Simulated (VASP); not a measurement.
# FeO in VASP: a series of runs

Runs on FeO. Level: PBE+U. Tasks: single point, relaxation of cell and atoms.

Program: VASP 6.6.1. These are calculated values, not measurements. Logs are shortened: lines on timing, memory, paths and dates and some standing lists are left out, and cuts for length are marked.

## (1) The cell of the first run

It takes space group R-3m (No. 166, trigonal). Conventional cell: a = 3.167 Å, b = 3.167 Å, c = 7.441 Å, α = 90.00°, β = 90.00°, γ = 120.00°. Fe (site symmetry -3m) has 6 O at 2.21 Å within 2.9 Å. Within 2.9 Å of O (site symmetry -3m) lie 6 Fe at 2.21 Å.

## (2) Single point, PBE+U, collinear spin, ferromagnetic start

INCAR

```
PREC     = Accurate       # precision mode
ENCUT    = 520            # plane-wave cutoff, eV
EDIFF    = 1E-7           # SCF threshold, eV
ISMEAR   = -1             # smearing method
SIGMA    = 0.05           # smearing width, eV
LREAL    = False          # projectors in reciprocal space
LASPH    = True           # aspherical terms in the spheres
NELM     = 150            # most SCF steps
ALGO     = Normal         # electronic algorithm
ISIF     = 2              # what is computed and relaxed
LWAVE    = False          # write WAVECAR
LCHARG   = False          # write CHGCAR
ISPIN    = 2              # spin polarisation
MAGMOM   = 3 0            # initial moments
LORBIT   = 11             # projections on sites
LMAXMIX  = 4              # l up to which the mixer works
LDAU     = True           # DFT+U
LDAUTYPE = 2            
LDAUL    = 2 -1           # shell
LDAUU    = 5 0            # U, eV
LDAUJ    = 0 0          
LDAUPRINT= 1            
GGA      = PE             # functional
NBANDS   = 18             # bands
```

KPOINTS

```
Automatic mesh
0
Gamma
  11 11 11
```

POSCAR

```
FeO
1.0
   -0.0606695717      2.1784076254      2.1784076254
    2.1784076254     -0.0606695717      2.1784076254
    2.1784076254      2.1784076254     -0.0606695717
Fe O
1 1
Direct
    0.0000000000      0.0000000000      0.0000000000
    0.5000000000      0.5000000000      0.5000000000
```

Potentials or basis: VASP PAW PBE potentials, release 64 (Fe, O).

On the command line:

```console
$ cat potpaw_PBE.64/Fe/POTCAR potpaw_PBE.64/O/POTCAR > POTCAR
$ mpirun -np 1 vasp_std > vasp.out
```

OUTCAR:

```text
PREC = Accurate
   ENCUT = 520
   EDIFF = 1E-7
   ISMEAR = -1
   LREAL = False
   LASPH = True
   NELM = 150
   ISIF = 2
   ISPIN = 2
   LORBIT = 11
   GGA = PE

 ion  position               nearest neighbor table
   1  0.000  0.000  0.000-   2 2.21   2 2.21   2 2.21   2 2.21   2 2.21   2 2.21
   2  0.500  0.500  0.500-   1 2.21   1 2.21   1 2.21   1 2.21   1 2.21   1 2.21

  LATTYP: Found a trigonal (rhomboedric) cell.
 ALAT       =     3.0813309400
 COS(alpha) =     0.4719665385

  Lattice vectors:

 A1 = (  -0.0606695717,   2.1784076254,   2.1784076254)
 A2 = (   2.1784076254,  -0.0606695717,   2.1784076254)
 A3 = (   2.1784076254,   2.1784076254,  -0.0606695717)

Analysis of symmetry for initial positions (statically):
=====================================================================
 Subroutine PRICEL returns:
 Original cell was already a primitive cell.

 Routine SETGRP: Setting up the symmetry group for a
 trigonal (rhombohedral) supercell.

 Subroutine GETGRP returns: Found 12 space group operations
 (whereof 12 operations were pure point group operations)
 out of a pool of 12 trial point group operations.

The static configuration has the point symmetry D_3d.

Analysis of symmetry for dynamics (positions and initial velocities):
=====================================================================
 Subroutine PRICEL returns:
 Original cell was already a primitive cell.

 Routine SETGRP: Setting up the symmetry group for a
 trigonal (rhombohedral) supercell.

 Subroutine GETGRP returns: Found 12 space group operations
 (whereof 12 operations were pure point group operations)
 out of a pool of 12 trial point group operations.

The dynamic configuration has the point symmetry D_3d.

Analysis of structural, dynamic, and magnetic symmetry:
=====================================================================
 Subroutine PRICEL returns:
 Original cell was already a primitive cell.

 Routine SETGRP: Setting up the symmetry group for a
 trigonal (rhombohedral) supercell.

 Subroutine GETGRP returns: Found 12 space group operations
 (whereof 12 operations were pure point group operations)
 out of a pool of 12 trial point group operations.

The overall configuration has the point symmetry D_3d.

 Subroutine INISYM returns: Found 12 space group operations
 (whereof 12 operations are pure point group operations),
 and found     1 'primitive' translations

----------------------------------------------------------------------------------------

                                     Primitive cell

  volume of cell :      21.5386

  direct lattice vectors                    reciprocal lattice vectors
    -0.060669572  2.178407625  2.178407625    -0.220152780  0.226459780  0.226459780
     2.178407625 -0.060669572  2.178407625     0.226459780 -0.220152780  0.226459780
     2.178407625  2.178407625 -0.060669572     0.226459780  0.226459780 -0.220152780

  length of vectors
     3.081330940  3.081330940  3.081330940     0.388632617  0.388632617  0.388632617

  position of ions in fractional coordinates (direct lattice)
     0.000000000  0.000000000  0.000000000
     0.500000000  0.500000000  0.500000000

  ion indices of the primitive-cell ions
   primitive index   ion index
                 1           1
                 2           2

----------------------------------------------------------------------------------------

 KPOINTS: Automatic mesh

Automatic generation of k-mesh.
 Grid dimensions read from file:
 generate k-points for:   11   11   11

 Generating k-lattice:

  Cartesian coordinates                     Fractional coordinates (reciprocal lattice)
    -0.020013889  0.020587253  0.020587253     0.090909091  0.000000000  0.000000000
     0.020587253 -0.020013889  0.020587253     0.000000000  0.090909091  0.000000000
     0.020587253  0.020587253 -0.020013889     0.000000000  0.000000000  0.090909091

  Length of vectors
     0.035330238  0.035330238  0.035330238

  Shift w.r.t. Gamma in fractional coordinates (k-lattice)
     0.000000000  0.000000000  0.000000000

 Subroutine IBZKPT returns following result:
 ===========================================

 Found    146 irreducible k-points:

 Following reciprocal coordinates:
            Coordinates               Weight
  0.000000  0.000000  0.000000      1.000000
  0.090909  0.000000  0.000000      6.000000
  0.181818 -0.000000 -0.000000      6.000000
  0.272727  0.000000  0.000000      6.000000
  0.363636  0.000000  0.000000      6.000000
  0.454545  0.000000  0.000000      6.000000
[... 16 lines left out ...]
 -0.272727  0.181818 -0.000000     12.000000
 -0.181818  0.181818  0.000000      6.000000
 [... further k-points ...]
   k-points           NKPTS =    146   k-points in BZ     NKDIM =    146   number of bands    NBANDS=     18
   number of dos      NEDOS =    301   number of ions     NIONS =      2
   total plane-waves  NPLWV =  13824
   dimension x,y,z NGX =    24 NGY =   24 NGZ =   24
[... 70 lines left out ...]
 -0.1332  0.3082  0.0353 -0.1332 -0.0612
 -0.0707  0.0353  0.1065  0.0353  0.0000
 -0.1332 -0.1332  0.0353  0.3082  0.0612
 -0.0000 -0.0612  0.0000  0.0612  0.1065

 occupancies and eigenvectors

  o =  0.0418  v =  0.0000  0.0000  0.0000  0.0000  0.0000 -0.5774 -0.5774 -0.0000 -0.5774  0.0000      0.0000  0.0000  0.0000  0.0000  0.0000  0.0000  0.0000  0.0000  0.0000  0.0000
  o =  0.0854  v =  0.0000  0.0000  0.0000  0.0000  0.0000 -0.0094  0.1716 -0.0474 -0.1622  0.9705      0.0000  0.0000  0.0000  0.0000  0.0000  0.0000  0.0000  0.0000  0.0000  0.0000
  o =  0.0854  v =  0.0000  0.0000  0.0000  0.0000  0.0000 -0.1927  0.0882 -0.9705  0.1045 -0.0474      0.0000  0.0000  0.0000  0.0000  0.0000  0.0000  0.0000  0.0000  0.0000  0.0000
  o =  0.4625  v =  0.0000  0.0000  0.0000  0.0000  0.0000  0.0707 -0.7197 -0.0210  0.6490  0.2354      0.0000  0.0000  0.0000  0.0000  0.0000  0.0000  0.0000  0.0000  0.0000  0.0000
  o =  0.4625  v =  0.0000  0.0000  0.0000  0.0000  0.0000  0.7902 -0.3339 -0.2354 -0.4563 -0.0210      0.0000  0.0000  0.0000  0.0000  0.0000  0.0000  0.0000  0.0000  0.0000  0.0000
  o =  0.9697  v =  0.8162 -0.3968 -0.0244 -0.4193 -0.0004  0.0000  0.0000  0.0000  0.0000  0.0000      0.0000  0.0000  0.0000  0.0000  0.0000  0.0000  0.0000  0.0000  0.0000  0.0000
  o =  0.9697  v =  0.0130 -0.7133 -0.0004  0.7003  0.0244  0.0000  0.0000  0.0000  0.0000  0.0000      0.0000  0.0000  0.0000  0.0000  0.0000  0.0000  0.0000  0.0000  0.0000  0.0000
  o =  0.9702  v =  0.5774  0.5774  0.0000  0.5774 -0.0000  0.0000  0.0000  0.0000  0.0000  0.0000      0.0000  0.0000  0.0000  0.0000  0.0000  0.0000  0.0000  0.0000  0.0000  0.0000
  o =  1.0115  v = -0.0199  0.0090 -0.9981  0.0109 -0.0568  0.0000  0.0000  0.0000  0.0000  0.0000      0.0000  0.0000  0.0000  0.0000  0.0000  0.0000  0.0000  0.0000  0.0000  0.0000
  o =  1.0115  v = -0.0011  0.0178 -0.0568 -0.0166  0.9981  0.0000  0.0000  0.0000  0.0000  0.0000      0.0000  0.0000  0.0000  0.0000  0.0000  0.0000  0.0000  0.0000  0.0000  0.0000

 number of electron      13.9999994 magnetization       4.0015068

 Free energy of the ion-electron system (eV)
  ---------------------------------------------------
  ext. energy  EPLUGINS =         0.00000000
  ---------------------------------------------------
  free energy    TOTEN  =       -12.63576391 eV

  energy without entropy =      -12.62396136  energy(sigma->0) =      -12.62986263

 E-fermi :   5.5226     XC(G=0): -11.7248

 val. band max:        5.5224331173   @ k =   0.3636   0.2727   0.1818
 cond. band min:       5.5249446272   @ k =  -0.3636   0.2727   0.1818
 fundamental gap:      0.0025115099
 Fermi energy:         5.5226107652

 spin component 1

 k-point     1 :       0.0000    0.0000    0.0000
  band No.  band energies     occupation
      1     -14.4369      1.00000
      2      -1.0917      1.00000
      3      -0.9289      1.00000
      4      -0.9289      1.00000
      5      -0.6425      1.00000
      6      -0.6425      1.00000
[... 10 lines left out ...]
     17      25.1902      0.00000
     18      25.7405      0.00000
[... 971 lines left out ...]
 k-point    24 :      -0.1818    0.1818    0.0000
  band No.  band energies     occupation
      1     -13.5083      1.00000
      2      -0.4075      1.00000
      3       1.1342      1.00000
      4       1.7357      1.00000
      5       5.3830      0.94224
      6       5.3963      0.92594
[... 10 lines left out ...]
     17      31.0444      0.00000
     18      33.8744      0.00000

 [... further k-points ...]

------------------------ aborting loop because EDIFF is reached ----------------------------------------

  FORCE on cell =-STRESS in cart. coord.  units (eV):
  Direction    XX          YY          ZZ          XY          YZ          ZX
  --------------------------------------------------------------------------------------
  -------------------------------------------------------------------------------------
  Total       -1.2167913     -1.2167913     -1.2167913      0.1336324      0.1336324      0.1336324
  in kB      -90.5127039    -90.5127039    -90.5127039      9.9404305      9.9404305      9.9404305
  external PRESSURE =     -90.5127039 kB  Pullay stress =       0.0000000 kB

 VOLUME and BASIS-vectors are now :
 -----------------------------------------------------------------------------
  energy-cutoff  :      520.00
  volume of cell :       21.54
      direct lattice vectors                 reciprocal lattice vectors
    -0.060669572  2.178407625  2.178407625    -0.220152780  0.226459780  0.226459780
     2.178407625 -0.060669572  2.178407625     0.226459780 -0.220152780  0.226459780
     2.178407625  2.178407625 -0.060669572     0.226459780  0.226459780 -0.220152780

 POSITION                                       TOTAL-FORCE (eV/Angst)
 -----------------------------------------------------------------------------------
      0.00000      0.00000      0.00000         0.000000      0.000000      0.000000
      2.14807      2.14807      2.14807        -0.000000     -0.000000     -0.000000
 -----------------------------------------------------------------------------------
    total drift:                                0.000000     -0.000000      0.000000

  FREE ENERGIE OF THE ION-ELECTRON SYSTEM (eV)
  ---------------------------------------------------
  free  energy   TOTEN  =       -12.6357639051 eV

  energy  without entropy=      -12.6239613646  energy(sigma->0) =      -12.62986263

 total charge

# of ion       s       p       d       tot
------------------------------------------
    1        0.276   0.321   6.049   6.646
    2        1.553   3.427   0.000   4.980
--------------------------------------------------
tot          1.829   3.749   6.049  11.627

 magnetization (x)

# of ion       s       p       d       tot
------------------------------------------
    1        0.027   0.020   3.789   3.835
    2        0.018   0.150   0.000   0.167
--------------------------------------------------
tot          0.044   0.169   3.789   4.003
```

It took 52 s on 1 thread of Intel Xeon 6975P-C (Granite Rapids), shared host; peak memory 0.21 GiB.

What came out:

- Free energy: -12.6358 eV
- Pressure: -9.1 GPa
- Band gap on the k mesh: zero (filled and empty bands overlap)
- Net moment: 4.00 μB per cell
- Site moments: Fe +3.83; O +0.17 μB
- Valence electrons inside the program's atomic spheres: Fe 6.65; O 4.98

Stress tensor (GPa, compression positive):
```
-9.05  0.99  0.99
 0.99 -9.05  0.99
 0.99  0.99 -9.05
```

Levels at points of the mesh, in eV from the Fermi level:
Spin up:
```csv
k point,band 7,band 8,band 9,band 10,band 11,band 12
"(0.00, 0.00, 0.00)",-3.40,-3.40,-3.16,-0.30,14.55,14.55
```
Spin down:
| k point | band 2 | band 3 | band 4 | band 5 | band 6 | band 7 | band 8 | band 9 |
| --- | --- | --- | --- | --- | --- | --- | --- | --- |
| (0.00, 0.00, 0.00) | -3.09 | -3.09 | -2.84 | -0.92 | -0.91 | 0.43 | 1.73 | 2.08 |

Eigenvalues of the final occupation matrices:
```tsv
site	spin	trace	eigenvalues
site 1 d	1	4.93	0.97 0.97 0.97 1.01 1.01
site 1 d	2	1.14	0.04 0.09 0.09 0.46 0.46
```

Caveat: the cell stands under tension; a cell with one magnetic atom can't hold antiferromagnetic order, which such compounds often take. The state reached can hang on the start; a lower one may exist.

## (3) Relaxation of cell and atoms, PBE+U, collinear spin, ferromagnetic start

This run uses another cell than the first one, of 10.01 Å³/atom.

INCAR

```
SYSTEM = FeO
  PREC = Accurate
  ENCUT = 600
  EDIFF = 1E-6
  ISMEAR = -1
  SIGMA = 0.05
  LREAL = .FALSE.
  LASPH = .TRUE.
  NELM = 150
  ALGO = Normal
  ISIF = 3
  LWAVE = .FALSE.
  LCHARG = .FALSE.
  ISPIN = 2
  MAGMOM = 3 0
  LORBIT = 11
  LMAXMIX = 4
  LDAU = .TRUE.
  LDAUTYPE = 2
  LDAUL = 2 -1
  LDAUU = 1 0
  LDAUJ = 0 0
  LDAUPRINT = 1
  GGA = PE
  IBRION = 2
  NSW = 60
  EDIFFG = -0.01
```

KPOINTS

```
regular mesh
0
G
  11 11 11
  0 0 0
```

POSCAR

```
FeO
1.0
    0.0000000000      2.1554001600      2.1554001600
    2.1554001600      0.0000000000      2.1554001600
    2.1554001600      2.1554001600      0.0000000000
Fe O
1 1
Direct
    0.0000000000      0.0000000000      0.0000000000
    0.5000000000      0.5000000000      0.5000000000
```

Potentials or basis: VASP PAW PBE potentials, release 64 (Fe, O).

On the command line:

```console
$ cat potpaw_PBE.64/Fe/POTCAR potpaw_PBE.64/O/POTCAR > POTCAR
$ mpirun -np 1 vasp_std > vasp.out
```

Wall time 22 s (1 thread of Intel Xeon 6975P-C (Granite Rapids), shared host); peak memory 0.17 GiB.

Results (log left out):

- Free energy: -14.4148 eV
- Relaxed volume: 10.00 Å³/atom
- Relaxed cell: a = 3.047 Å, b = 3.047 Å, c = 3.047 Å, α = 60.00°, β = 60.00°, γ = 60.00°
- Space group after relaxing (to 0.1 Å): Fm-3m (No. 225)
- Energy gained by relaxing: 0.0 meV/atom
- Ionic steps: 3
- Pressure after relaxing: 0.0 GPa
- Band gap on the k mesh: zero (filled and empty bands overlap)
- Net moment: 4.00 μB per cell
- Site moments: Fe +3.67; O +0.28 μB
- Valence electrons inside the program's atomic spheres: Fe 6.73; O 5.00

Final structure:
```cif
data_structure
_symmetry_space_group_name_H-M 'P 1'
_symmetry_Int_Tables_number 1
_cell_length_a 3.0466
_cell_length_b 3.0466
_cell_length_c 3.0466
_cell_angle_alpha 60.000
_cell_angle_beta 60.000
_cell_angle_gamma 60.000
_cell_volume 19.99
loop_
_atom_site_label
_atom_site_type_symbol
_atom_site_fract_x
_atom_site_fract_y
_atom_site_fract_z
_atom_site_occupancy
Fe1 Fe 0.00000 0.00000 0.00000 1
O1 O 0.50000 0.50000 0.50000 1
```

Levels at points of the mesh, in eV from the Fermi level:
Spin up:
```csv
k point,band 5,band 6,band 7,band 8,band 9,band 10,band 11,band 12,band 13
"(0.00, 0.00, 0.00)",-4.35,-4.35,-3.87,-3.87,-3.87,-0.01,15.37,16.63,16.63
```
Spin down:
```
           k point  band 2  band 3  band 4  band 5  band 6  band 7  band 8  band 9
(0.00, 0.00, 0.00)   -3.35   -3.35   -3.35   -0.73   -0.73   -0.73    0.39    0.39
```

Eigenvalues of the final occupation matrices:
| site | spin | trace | eigenvalues |
| --- | --- | --- | --- |
| site 1 d | 1 | 4.86 | 0.96 0.96 0.96 1.00 1.00 |
| site 1 d | 2 | 1.24 | 0.14 0.14 0.32 0.32 0.32 |

Caveat: a cell with one magnetic atom can't hold antiferromagnetic order, which such compounds often take. The state reached can hang on the start; a lower one may exist.

## (4) Relaxation of cell and atoms, PBE+U, collinear spin, ferromagnetic start

This run uses another cell than the first one, of 10.01 Å³/atom.

INCAR

```
  ALGO = Normal
  EDIFF = 1E-6
  EDIFFG = -0.01
  ENCUT = 600
  GGA = PE
  IBRION = 2
  ISIF = 3
  ISMEAR = -1
  ISPIN = 2
  LASPH = True
  LCHARG = False
  LDAU = True
  LDAUJ = 0 0
  LDAUL = 2 -1
  LDAUPRINT = 1
  LDAUTYPE = 2
  LDAUU = 2 0
  LMAXMIX = 4
  LORBIT = 11
  LREAL = False
  LWAVE = False
  MAGMOM = 3 0
  NELM = 150
  NSW = 60
  PREC = Accurate
  SIGMA = 0.05
```

KPOINTS

```
k-points
0
Gamma
  11 11 11
```

POSCAR is that of step 3.

On the command line:

```console
$ cat potpaw_PBE.64/Fe/POTCAR potpaw_PBE.64/O/POTCAR > POTCAR
$ mpirun -np 1 vasp_std > vasp.out
```

Wall time 36 s (1 thread of AMD EPYC 9R45 (Zen 5), shared host); peak memory 0.14 GiB.

The run converged. Its results:

* Free energy: -13.9114 eV
* Relaxed volume: 10.00 Å³/atom
* Relaxed cell: a = 3.046 Å, b = 3.046 Å, c = 3.046 Å, α = 60.00°, β = 60.00°, γ = 60.00°
* Space group after relaxing (to 0.1 Å): Fm-3m (No. 225)
* Energy gained by relaxing: 0.0 meV/atom
* Ionic steps: 3
* Pressure after relaxing: 0.0 GPa
* Band gap on the k mesh: zero (filled and empty bands overlap)
* Net moment: 4.00 μB per cell
* Site moments: Fe +3.71; O +0.25 μB
* Valence electrons inside the program's atomic spheres: Fe 6.73; O 5.00

Final structure:
```cif
data_structure
_symmetry_space_group_name_H-M 'P 1'
_symmetry_Int_Tables_number 1
_cell_length_a 3.0464
_cell_length_b 3.0464
_cell_length_c 3.0464
_cell_angle_alpha 60.000
_cell_angle_beta 60.000
_cell_angle_gamma 60.000
_cell_volume 19.99
loop_
_atom_site_label
_atom_site_type_symbol
_atom_site_fract_x
_atom_site_fract_y
_atom_site_fract_z
_atom_site_occupancy
Fe1 Fe 0.00000 0.00000 0.00000 1
O1 O 0.50000 0.50000 0.50000 1
```

Levels at points of the mesh, in eV from the Fermi level:
Spin up:
```csv
k point,band 7,band 8,band 9,band 10,band 11,band 12
"(0.00, 0.00, 0.00)",-3.93,-3.93,-3.93,-0.11,15.27,16.19
```
Spin down:
| k point | band 3 | band 4 | band 5 | band 6 | band 7 | band 8 |
| --- | --- | --- | --- | --- | --- | --- |
| (0.00, 0.00, 0.00) | -3.46 | -3.46 | -0.73 | -0.73 | -0.73 | 0.59 |

Eigenvalues of the final occupation matrices:
```
    site  spin  trace               eigenvalues
site 1 d     1   4.89  0.96 0.96 0.96 1.00 1.00
site 1 d     2   1.22  0.13 0.13 0.32 0.32 0.32
```

Caveat: a cell with one magnetic atom can't hold antiferromagnetic order, which such compounds often take.

## (5) Summary

| task | U | cell | cutoff (eV) | gap on the mesh (eV) | pressure (GPa) | moment (μB) | relaxed volume (Å³/atom) |
| --- | --- | --- | --- | --- | --- | --- | --- |
| single point | Fe d U = 5.0 eV | a = 3.081 Å, angles 61.8°, 2 atoms | 520 | none | -9.1 | 4.00 | - |
| relaxation of cell and atoms | Fe d U = 1.0 eV | relaxed from a = 3.048 Å, angles 60.0°, 2 atoms | 600 | none | 0.0 | 4.00 | 10.00 |
| relaxation of cell and atoms | Fe d U = 2.0 eV | relaxed from a = 3.048 Å, angles 60.0°, 2 atoms | 600 | none | 0.0 | 4.00 | 10.00 |

Alike in all rows: level PBE+U; potentials or basis VASP PAW PBE potentials, release 64 (Fe, O); spin collinear, ferromagnetic start; k mesh 11 × 11 × 11; smearing fermi-dirac 0.05 eV.

Caveats: a cell with one magnetic atom can't hold antiferromagnetic order, which such compounds often take; the cell stands under tension (at least some runs).

Total energies depend on the potentials used, so only differences within one code and one set of settings carry meaning.
